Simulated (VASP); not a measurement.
Input of a VASP 6.6.1 run:

Contents of POSCAR:

```
Sb
1.0
    3.0020000000      0.0000000000      0.0000000000
    0.0000000000      3.0020000000      0.0000000000
    0.0000000000      0.0000000000      3.0810000000
Sb
1
Direct
    0.0000000000      0.0000000000      0.0000000000
```

Contents of INCAR.step1:

```
PREC = Accurate ; ENCUT = 520
ISMEAR = 0 ; SIGMA = 0.15
LREAL = F ; LASPH = T
NELM = 60 ; NBANDS = 8
GGA = PE ; ALGO = Normal
EDIFF = 1E-4 ; LWAVE = T
LCHARG = F
```

File INCAR.step2:

```
PREC = Accurate ; ENCUT = 520
EDIFF = 1E-6 ; ISMEAR = 0
SIGMA = 0.15 ; LREAL = F
LASPH = T ; NELM = 60
ALGO = Normal ; ISIF = 2
LWAVE = F ; LCHARG = T
METAGGA = R2SCAN ; LMIXTAU = T
LELF = T ; LVHAR = T
NBANDS = 8 ; ISTART = 1
```

The input KPOINTS:

```
regular mesh
0
Gamma
  16 16 16
```

Potentials or basis: VASP PAW PBE potentials, release 64 (Sb).

Run with:

```console
$ cat potpaw_PBE.64/Sb/POTCAR > POTCAR
$ cp INCAR.step1 INCAR
$ mpirun -np 1 vasp_std > vasp.out
$ cp INCAR.step2 INCAR
$ mpirun -np 1 vasp_std > vasp.out
```

(1) Predict the pressure.

Results:

(1) 4.2 GPa.

Caveat: the cell differs from its parent crystal (strain -0.050 along x and y, -0.025 along z); the PAW data sets were made with another functional, which shifts forces and pressure a little.
